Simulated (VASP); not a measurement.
The system is SiC.

```xyz
4
Lattice="3.1676 0.0000 0.0000 -1.5838 2.7432 0.0000 0.0000 0.0000 5.1996" Properties=species:S:1:pos:R:3 pbc="T T T"
Si    0.0000    1.8288   -0.0026
Si    1.5838    0.9144    2.5972
C     0.0000    1.8288    1.9524
C     1.5838    0.9144    4.5522
```

This cell differs from its parent crystal: strain +3.0%.

Base run:

| Quantity | Value |
| --- | --- |
| Program | VASP 6.6.1 |
| Functional | HSE06 |
| Potentials or basis | VASP PAW PBE potentials, release 64 (Si, C) |
| Cutoff | 520 eV |
| k mesh | 6 × 6 × 4 |
| Occupations | gaussian, width 0.01 eV |
| Spin | no spin polarisation |

Its results: band gap on the k mesh 3.30 eV (least direct gap 4.85 eV); pressure -18.5 GPa.

Problem. The run is repeated on the same cell with these changes: functional from HSE06 to r2SCAN; k mesh from 6 × 6 × 4 to 12 × 12 × 6. What comes out?

Solution. Band gap on the k mesh 2.79 eV (least direct gap 4.28 eV); pressure -17.1 GPa.

Several settings changed at once.

Caveats: the cell stands under tension; the PAW data sets were made with another functional, which shifts forces and pressure a little.

A k mesh can miss the band edges.
